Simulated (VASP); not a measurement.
Runs of VASP 6.6.1 on H. The structure is that of space group I4/mmm (No. 139), or close to it. The cells are those of the table. 

| task | cell | cutoff (eV) | smearing | gap on the mesh (eV) | pressure (GPa) | largest force (eV/Å) |
| --- | --- | --- | --- | --- | --- | --- |
| single point | a = 3.217 Å, angles 116.1, 116.1, 96.9°, 2 atoms | 520 | gaussian 0.02 eV | 7.92 | -3.5 | 1.89 |
| single point | a = 3.086 Å, angles 116.1, 116.1, 96.8°, 2 atoms | 520 | gaussian 0.02 eV | 3.23 | -13.8 | 4.26 |
| relaxation of cell and atoms | relaxed from a = 3.307 Å, angles 115.9, 115.9, 97.2°, 2 atoms | 600 | gaussian 0.01 eV | 8.83 | 0.0 | - |
| single point | a = 3.110 Å, angles 114.2, 114.2, 100.3°, 2 atoms | 520 | gaussian 0.02 eV | 3.62 | (d) | 4.33 |
| single point | a = 3.242 Å, angles 116.1, 116.1, 96.9°, 2 atoms | 520 | gaussian 0.02 eV | 9.95 | 7.1 | (b) |
| single point | a = 3.156 Å, angles 115.2, 115.2, 98.6°, 2 atoms | 520 | gaussian 0.02 eV | 8.23 | (c) | 0.72 |
| single point | a = 3.367 Å, angles 116.3, 116.3, 96.5°, 2 atoms | 520 | gaussian 0.01 eV | 8.97 | (a) | - |

Alike in all rows: level PBEsol; potentials or basis VASP PAW PBE potentials, release 64 (H); no spin polarisation; k mesh 10 × 10 × 10.

Question: Estimate the missing entries.

Answer: (a) -0.1; (b) 5.27; (c) -1.3; (d) -12.9.

Caveats: the PAW data sets were made with another functional, which shifts forces and pressure a little.

A k mesh can miss the band edges.
